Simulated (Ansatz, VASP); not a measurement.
Zr2TeSe: VASP beside Ansatz

INCAR

```
SYSTEM = Zr2TeSe
ALGO     = Normal         ! electronic algorithm
EDIFF    = 1E-7           ! SCF threshold, eV
EDIFFG   = -0.04          ! ionic threshold
ENCUT    = 600            ! plane-wave cutoff, eV
GGA      = PE             ! functional
IBRION   = 2              ! ionic algorithm
ISIF     = 3              ! what is computed and relaxed
ISMEAR   = 0              ! smearing method
LASPH    = .TRUE.         ! aspherical terms in the spheres
LCHARG   = .FALSE.        ! write CHGCAR
LREAL    = .FALSE.        ! projectors in reciprocal space
LWAVE    = .FALSE.        ! write WAVECAR
NELM     = 60             ! most SCF steps
NSW      = 90             ! ionic steps
PREC     = Accurate       ! precision mode
SIGMA    = 0.1            ! smearing width, eV
```

File KPOINTS:

```
k-points
0
G
  4 4 4
  0 0 0
```

Contents of POSCAR:

```
Zr2TeSe
1.0
    3.7947881400      0.0000000000      0.0000000000
    0.0000000000      3.9951548900      0.0000000000
    0.0000000000      0.0000000000      6.7458465700
Zr Te Se
2 1 1
Direct
    0.0000000000      0.5000000000      0.7479710000
    0.0000000000      0.5000000000      0.2520290000
    0.5000000000      0.5000000000      0.5000000000
    0.0000000000      0.0000000000      0.0000000000
```

Input for Ansatz:

```yaml
crystal:
  lattice:
    - [3.79478814, 0.0, 0.0]
    - [0.0, 3.99515489, 0.0]
    - [0.0, 0.0, 6.74584657]
  atoms:
    - { symbol: Zr, position: [0.0, 0.5, 0.747971] }
    - { symbol: Zr, position: [0.0, 0.5, 0.252029] }
    - { symbol: Te, position: [0.5, 0.5, 0.5] }
    - { symbol: Se, position: [0.0, 0.0, 0.0] }
basis:
  ecutwfc: 420
kpoints:
  mp_grid: { grid: [4, 4, 4] }
hamiltonian:
  xc: pbe
scf:
  occupations: { method: gaussian, width: 0.1 }
  lower_state_search: "off"
output:
  forces: true
  stress: true
  eigenvalues: true
relax:
  adjacent_minimum: "off"
  f_tol: 0.04
  max_steps: 70
  cell: { stress_tol: 0.4 }
```

Change from the starting cell: species swapped into the CuPtO2 type (Pmmm, No. 47).

Alike in both runs: task relaxation of cell and atoms; functional PBE; k mesh 4 × 4 × 4; occupations gaussian, width 0.1 eV; no spin polarisation.

|  | VASP | Ansatz |
| --- | --- | --- |
| version | VASP 6.6.1 | Ansatz 0.2.0 |
| potentials or method | VASP PAW PBE potentials, release 64 (Zr_sv, Te, Se), cutoff 600 eV | scalar-relativistic, plane waves, PAW |
| valence electrons in the cell | 36 | 56 |

VASP gave:

```
gap on the k mesh at the Fermi level, each at its own relaxed structure (eV) : none
relaxed volume (Å³/atom)                                                     : 29.39
relaxed cell length with the largest relative difference (Å)                 : 4.158
```

Q: Which values does Ansatz return?

A: gap on the k mesh at the Fermi level, each at its own relaxed structure (eV): none; relaxed volume (Å³/atom): 29.31; relaxed cell length with the largest relative difference (Å): 4.130.

A gap of «none» marks a metal or a gap that the smearing closes. VASP's potentials hold 36 valence electrons a cell and Ansatz's 56, so a difference there can come from the potentials and not from the codes.

The k mesh is coarse, so the values compare programs but aren't converged. Neither program's run includes spin-orbit coupling.
